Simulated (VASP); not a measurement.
# Ge (Cmcm) in VASP: single point with r2SCAN

Aim: the single point of Ge with r2SCAN.

Program: VASP 6.6.1. These are calculated values, not measurements. Logs are shortened: lines on timing, memory, paths and dates and some standing lists are left out, and cuts for length are marked.

### Step 1. The cell of the first run

Symmetry: Cmcm, No. 63, orthorhombic system. The conventional cell has a = 2.976 Å, b = 5.189 Å, c = 4.728 Å, α = 90.00°, β = 90.00°, γ = 90.00°. Ge (site symmetry m2m) has 12 Ge at 2.92 to 2.99 Å within 3.9 Å.

This isn't the form of Ge at room conditions, which is diamond.

### Step 2. Single point, r2SCAN

POSCAR reads:

```
Ge
1.0
    1.4880529250     -2.5946896100      0.0000000000
    1.4880529250      2.5946896100      0.0000000000
    0.0000000000      0.0000000000      4.7275957900
Ge
2
Direct
    0.6665533700      0.3334466300      0.2500000000
    0.3334466300      0.6665533700      0.7500000000
```

INCAR.step1 reads:

```
ALGO = Normal
EDIFF = 1E-4
ENCUT = 520
GGA = PE
ISMEAR = 0
LASPH = T
LCHARG = F
LREAL = F
LWAVE = T
NBANDS = 21
NELM = 100
PREC = Accurate
SIGMA = 0.15
```

INCAR.step2 reads:

```
ALGO = Normal
EDIFF = 1E-6
ENCUT = 520
ISIF = 2
ISMEAR = 0
ISTART = 1
LASPH = T
LCHARG = T
LELF = T
LMIXTAU = T
LREAL = F
LVHAR = T
LWAVE = F
METAGGA = R2SCAN
NBANDS = 21
NELM = 100
PREC = Accurate
SIGMA = 0.15
```

KPOINTS reads:

```
k-points
0
Gamma
  18 18 10
```

Potentials or basis: VASP PAW PBE potentials, release 64 (Ge_d).

On the command line:

```
$ cat potpaw_PBE.64/Ge_d/POTCAR > POTCAR
$ cp INCAR.step1 INCAR
$ mpirun -np 1 vasp_std > vasp.out
$ cp INCAR.step2 INCAR
$ mpirun -np 1 vasp_std > vasp.out
```

OUTCAR:

```text
EDIFF = 1E-6
   ENCUT = 520
   ISIF = 2
   ISMEAR = 0
   ISTART = 1
   LASPH = T
   LREAL = F
   METAGGA = R2SCAN
   NELM = 100
   PREC = Accurate

 ion  position               nearest neighbor table
   1  0.667  0.333  0.250-
   2  0.333  0.667  0.750-

  LATTYP: Found a base centered orthorhombic cell.
 ALAT       =     2.9761058500
 B/A-ratio  =     1.7436809984
 C/A-ratio  =     1.5885173540

  Lattice vectors:

 A1 = (   1.4880529250,  -2.5946896100,   0.0000000000)
 A2 = (   1.4880529250,   2.5946896100,   0.0000000000)
 A3 = (   0.0000000000,   0.0000000000,   4.7275957900)

Analysis of symmetry for initial positions (statically):
=====================================================================
 Subroutine PRICEL returns:
 Original cell was already a primitive cell.

 Routine SETGRP: Setting up the symmetry group for a
 base centered orthorhombic supercell.

 Subroutine GETGRP returns: Found  8 space group operations
 (whereof  4 operations were pure point group operations)
 out of a pool of  8 trial point group operations.

The static configuration has the point symmetry C_2h.
 The point group associated with its full space group is D_2h.

Analysis of symmetry for dynamics (positions and initial velocities):
=====================================================================
 Subroutine PRICEL returns:
 Original cell was already a primitive cell.

 Routine SETGRP: Setting up the symmetry group for a
 base centered orthorhombic supercell.

 Subroutine GETGRP returns: Found  8 space group operations
 (whereof  4 operations were pure point group operations)
 out of a pool of  8 trial point group operations.

The dynamic configuration has the point symmetry C_2h.
 The point group associated with its full space group is D_2h.

 Subroutine INISYM returns: Found  8 space group operations
 (whereof  4 operations are pure point group operations),
 and found     1 'primitive' translations

----------------------------------------------------------------------------------------

                                     Primitive cell

  volume of cell :      36.5068

  direct lattice vectors                    reciprocal lattice vectors
     1.488052925 -2.594689610  0.000000000     0.336009554 -0.192701277  0.000000000
     1.488052925  2.594689610  0.000000000     0.336009554  0.192701277  0.000000000
     0.000000000  0.000000000  4.727595790     0.000000000  0.000000000  0.211524006

  length of vectors
     2.991106096  2.991106096  4.727595790     0.387345069  0.387345069  0.211524006

  position of ions in fractional coordinates (direct lattice)
     0.666553370  0.333446630  0.250000000
     0.333446630  0.666553370  0.750000000

  ion indices of the primitive-cell ions
   primitive index   ion index
                 1           1
                 2           2

----------------------------------------------------------------------------------------

 KPOINTS: k-points

Automatic generation of k-mesh.
 Grid dimensions read from file:
 generate k-points for:   18   18   10

 Generating k-lattice:

  Cartesian coordinates                     Fractional coordinates (reciprocal lattice)
     0.018667197 -0.010705626  0.000000000     0.055555556  0.000000000  0.000000000
     0.018667197  0.010705626  0.000000000     0.000000000  0.055555556  0.000000000
     0.000000000  0.000000000  0.021152401     0.000000000  0.000000000  0.100000000

  Length of vectors
     0.021519171  0.021519171  0.021152401

  Shift w.r.t. Gamma in fractional coordinates (k-lattice)
     0.000000000  0.000000000  0.000000000

 Subroutine IBZKPT returns following result:
 ===========================================

 Found    546 irreducible k-points:

 Following reciprocal coordinates:
            Coordinates               Weight
  0.000000  0.000000  0.000000      1.000000
  0.055556  0.000000  0.000000      4.000000
  0.111111  0.000000  0.000000      4.000000
  0.166667  0.000000  0.000000      4.000000
  0.222222  0.000000  0.000000      4.000000
  0.277778  0.000000  0.000000      4.000000
[... 16 lines left out ...]
 -0.277778  0.055556  0.000000      4.000000
 -0.222222  0.055556  0.000000      4.000000
 [... further k-points ...]
   k-points           NKPTS =    546   k-points in BZ     NKDIM =    546   number of bands    NBANDS=     21
   number of dos      NEDOS =    301   number of ions     NIONS =      2
   total plane-waves  NPLWV =  20736
   dimension x,y,z NGX =    24 NGY =   24 NGZ =   36
   dimension x,y,z NGXF=    48 NGYF=   48 NGZF=   72
   ions per type =               2
   NGX,Y,Z   is equivalent  to a cutoff of  13.34, 13.34, 12.66 a.u.
   NGXF,Y,Z  is equivalent  to a cutoff of  26.68, 26.68, 25.32 a.u.
 SYSTEM =  unknown system
   PREC   = accura    normal or accurate (medium, high low for compatibility)
   ISTART =      1    job   : 0-new  1-cont  2-samecut
   ICHARG =      0    charge: 1-file 2-atom 10-const
   ISPIN  =      1    spin polarized calculation?
   LNONCOLLINEAR =      F non collinear calculations
   LSORBIT =      F    spin-orbit coupling
   LASPH  =      T    aspherical Exc in radial PAW
   ENCUT  =  520.0 eV  38.22 Ry    6.18 a.u.   5.56  5.56  8.79*2*pi/ulx,y,z
   NELM   =    100;   NELMIN=  2; NELMDL=  0     # of ELM steps
   EDIFF  = 0.1E-05   stopping-criterion for ELM
   LREAL  =      F    real-space projection
   EDIFFG = 0.1E-04   stopping-criterion for IOM
   NSW    =      0    number of steps for IOM
   IBRION =     -1    ionic relax: 0-MD 1-quasi-New 2-CG
   NFREE  =      0    steps in history (QN), initial steepest desc. (CG)
   ISIF   =      2    stress and relaxation
   ISYM   =      2    0-nonsym 1-usesym 2-fastsym
   POTIM  = 0.5000    time-step for ionic-motion
   TEBEG  =    0.0;   TEEND  =   0.0 temperature during run
   PSTRESS=    0.0 pullay stress
   NELECT =      28.0000    total number of electrons
   NUPDOWN=      -1.0000    fix difference up-down
   EMIN   =  10.00;   EMAX   =-10.00  energy-range for DOS
   EFERMI =   0.00;   METHOD = LEGACY
   ISMEAR =     0;   SIGMA  =   0.15  broadening in eV -4-tet -1-fermi 0-gaus
   EFERMI_NEDOS =   21; number of points for ismear=-14 and -15
   IALGO  =     38    algorithm
   IMIX   =      4    mixing-type and parameters
     AMIX     =   0.40;   BMIX     =  1.00
     AMIX_MAG =   1.60;   BMIX_MAG =  1.00
  volume/ion in A,a.u.               =      18.25       123.18
  Fermi-wavevector in a.u.,A,eV,Ry     =   1.498544  2.831837 30.553703  2.245634
  Thomas-Fermi vector in A             =   2.610289
   LORBIT       =      0    0 simple, 1 ext, 2 COOP (PROOUT), +10 PAW based schemes
   METAGGA = R2SCAN    functional components
   LHFCALC =     F    Hartree Fock is set to
   AEXX    =    0.0000 exact exchange contribution
   IVDW    =     0    specifies the selected vdW correction
   LEPSILON=     F    determine dielectric tensor
   LRPA    =     F    only Hartree local field effects (RPA)
 non-spin polarized calculation
 Gauss-broadening in eV      SIGMA  =   0.15
  energy-cutoff  :      520.00
  volume of cell :       36.51
 maximum number of plane-waves:      1014
   NGX = 11   NGY = 11   NGZ = 17

 number of electron      28.0000012 magnetization

 Free energy of the ion-electron system (eV)
  ---------------------------------------------------
  ext. energy  EPLUGINS =         0.00000000
  ---------------------------------------------------
  free energy    TOTEN  =       -26.59021616 eV

  energy without entropy =      -26.57968325  energy(sigma->0) =      -26.58494970

 E-fermi :   7.0783     XC(G=0): -12.6676

 val. band max:        7.0669857239   @ k =  -0.3889   0.2222   0.2000
 cond. band min:       7.0823412687   @ k =  -0.4444   0.1111   0.1000
 fundamental gap:      0.0153555448
 Fermi energy:         7.0783294829

 k-point     1 :       0.0000    0.0000    0.0000
  band No.  band energies     occupation
      1     -18.4707      2.00000
      2     -18.4585      2.00000
      3     -18.4556      2.00000
      4     -18.4546      2.00000
      5     -18.4486      2.00000
      6     -18.4451      2.00000
[... 13 lines left out ...]
     20      20.6841      0.00000
     21      21.8709      0.00000

 k-point     2 :       0.0556    0.0000    0.0000
  band No.  band energies     occupation
      1     -18.4705      2.00000
      2     -18.4613      2.00000
      3     -18.4546      2.00000
      4     -18.4487      2.00000
      5     -18.4463      2.00000
      6     -18.4435      2.00000
[... 13 lines left out ...]
     20      20.4224      0.00000
     21      21.8399      0.00000

 k-point     3 :       0.1111    0.0000    0.0000
  band No.  band energies     occupation
      1     -18.4741      2.00000
      2     -18.4619      2.00000
      3     -18.4465      2.00000
      4     -18.4438      2.00000
      5     -18.4391      2.00000
      6     -18.4387      2.00000
[... 13 lines left out ...]
     20      21.0595      0.00000
     21      22.0485      0.00000

 k-point     4 :       0.1667    0.0000    0.0000
  band No.  band energies     occupation
      1     -18.4829      2.00000
      2     -18.4581      2.00000
      3     -18.4449      2.00000
      4     -18.4437      2.00000
      5     -18.4411      2.00000
      6     -18.4335      2.00000
[... 13 lines left out ...]
     20      21.2167      0.00000
     21      21.9401      0.00000

 k-point     5 :       0.2222    0.0000    0.0000
  band No.  band energies     occupation
      1     -18.4930      2.00000
      2     -18.4556      2.00000
      3     -18.4530      2.00000
      4     -18.4496      2.00000
      5     -18.4357      2.00000
      6     -18.4179      2.00000
[... 13 lines left out ...]
     20      20.4989      0.00000
     21      21.7499      0.00000
[... 382 lines left out ...]
     20      18.3210      0.00000
     21      21.4318      0.00000

 k-point    22 :      -0.3333    0.0556    0.0000
  band No.  band energies     occupation
      1     -18.5048      2.00000
      2     -18.4690      2.00000
      3     -18.4571      2.00000
      4     -18.4565      2.00000
      5     -18.4247      2.00000
      6     -18.3950      2.00000
[... 13 lines left out ...]
     20      18.7674      0.00000
     21      21.6857      0.00000

 k-point    23 :      -0.2778    0.0556    0.0000
  band No.  band energies     occupation
      1     -18.4952      2.00000
      2     -18.4591      2.00000
      3     -18.4574      2.00000
      4     -18.4521      2.00000
      5     -18.4327      2.00000
      6     -18.4096      2.00000
[... 13 lines left out ...]
     20      19.4012      0.00000
     21      21.8259      0.00000

 k-point    24 :      -0.2222    0.0556    0.0000
  band No.  band energies     occupation
      1     -18.4852      2.00000
      2     -18.4612      2.00000
      3     -18.4498      2.00000
      4     -18.4468      2.00000
      5     -18.4379      2.00000
      6     -18.4243      2.00000
[... 13 lines left out ...]
     20      20.2831      0.00000
     21      21.2969      0.00000

 [... further k-points ...]

------------------------ aborting loop because EDIFF is reached ----------------------------------------

  FORCE on cell =-STRESS in cart. coord.  units (eV):
  Direction    XX          YY          ZZ          XY          YZ          ZX
  --------------------------------------------------------------------------------------
  -------------------------------------------------------------------------------------
  Total        0.3674086      0.3731985      0.4361183      0.0000000     -0.0000000      0.0000000
  in kB       16.1244816     16.3785829     19.1399490      0.0000000     -0.0000000      0.0000000
  external PRESSURE =      17.2143379 kB  Pullay stress =       0.0000000 kB

 VOLUME and BASIS-vectors are now :
 -----------------------------------------------------------------------------
  energy-cutoff  :      520.00
  volume of cell :       36.51
      direct lattice vectors                 reciprocal lattice vectors
     1.488052925 -2.594689610  0.000000000     0.336009554 -0.192701277  0.000000000
     1.488052925  2.594689610  0.000000000     0.336009554  0.192701277  0.000000000
     0.000000000  0.000000000  4.727595790     0.000000000  0.000000000  0.211524006

 POSITION                                       TOTAL-FORCE (eV/Angst)
 -----------------------------------------------------------------------------------
      1.48805     -0.86431      1.18190         0.000000      0.003865      0.000000
      1.48805      0.86431      3.54570         0.000000     -0.003865      0.000000
 -----------------------------------------------------------------------------------
    total drift:                                0.000000     -0.000000      0.000000

  FREE ENERGIE OF THE ION-ELECTRON SYSTEM (eV)
  ---------------------------------------------------
  free  energy   TOTEN  =       -26.5902161563 eV

  energy  without entropy=      -26.5796832517  energy(sigma->0) =      -26.58494970
```

Run time: 13 min. Hardware: 1 thread of AMD EPYC 9R45 (Zen 5), shared host; peak memory 0.39 GiB.

What came out:

```yaml
Free_energy: -26.5902 eV
Pressure: 1.7 GPa
Largest_force: 0.004 eV/Å
Band_gap_on_the_k_mesh: zero (bands 14 and 15 overlap by 10.30 eV)
```

Forces on the atoms (eV/Å):
```
Ge   0.000  0.004  0.000
Ge   0.000 -0.004  0.000
```

Levels at points of the mesh, in eV from the Fermi level:
| k point | band 12 | band 13 | band 14 | band 15 | band 16 | band 17 |
| --- | --- | --- | --- | --- | --- | --- |
| (0.00, 0.00, 0.00) | -7.93 | -5.99 | 6.83 | 6.95 | 9.05 | 9.18 |
| (0.50, 0.00, 0.00) | -7.57 | -2.41 | -1.49 | -1.13 | 1.44 | 2.41 |
| (0.50, 0.50, 0.00) | -7.61 | -2.45 | -1.52 | -1.20 | 1.41 | 2.57 |
| (0.00, 0.00, 0.50) | -12.43 | 1.88 | 1.88 | 8.05 | 8.05 | 8.17 |
| (0.50, 0.00, 0.50) | -7.41 | -5.36 | -5.36 | 4.17 | 4.17 | 5.23 |
| (0.50, 0.50, 0.50) | -7.49 | -5.39 | -5.39 | 4.34 | 4.34 | 5.25 |

Caveat: the PAW data sets were made with another functional, which shifts forces and pressure a little.
